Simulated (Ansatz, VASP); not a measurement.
# Two plane-wave programs on Mn

```xyz
2
Lattice="2.7506 0.0000 0.0000 -1.3753 2.3821 0.0000 0.0000 0.0000 4.1612" Properties=species:S:1:pos:R:3 pbc="T T T"
Mn    0.0000    1.5881    1.0403
Mn    1.3753    0.7940    3.1209
```

Alike in both runs: task single point; functional r2SCAN; k mesh 14 × 14 × 8; occupations fermi-dirac, width 0.05 eV; collinear spin.

```csv
,VASP,Ansatz
version,VASP 6.6.1,Ansatz 0.2.0
potentials or method,"VASP PAW PBE potentials, release 64 (Mn_pv), cutoff 520 eV","plane waves (500 eV) with PAW, scalar-relativistic"
valence electrons in the cell,26,30
```

|  | VASP | Ansatz | Ansatz less VASP |
| --- | --- | --- | --- |
| pressure (GPa) | 7.1 | 6.5 | -0.53 |
| traceless stress, the component that is largest in VASP (GPa) | -0.82 | -1.01 | -0.186 |
| net moment per atom (μB) | 0.00 | 0.00 | 0.000 |
| size of the moment on the site where the two differ most (μB) | 3.52 | 3.48 | -0.035 |

VASP's potentials were made for PBE, not for r2SCAN. Site moments also hang on the region over which each program counts them. The functional is the same, so the differences come from potentials, cutoffs and numerics. VASP's potentials hold 26 valence electrons a cell and Ansatz's 30, so a difference there can come from the potentials and not from the codes. Ansatz's warnings: stability check not made.
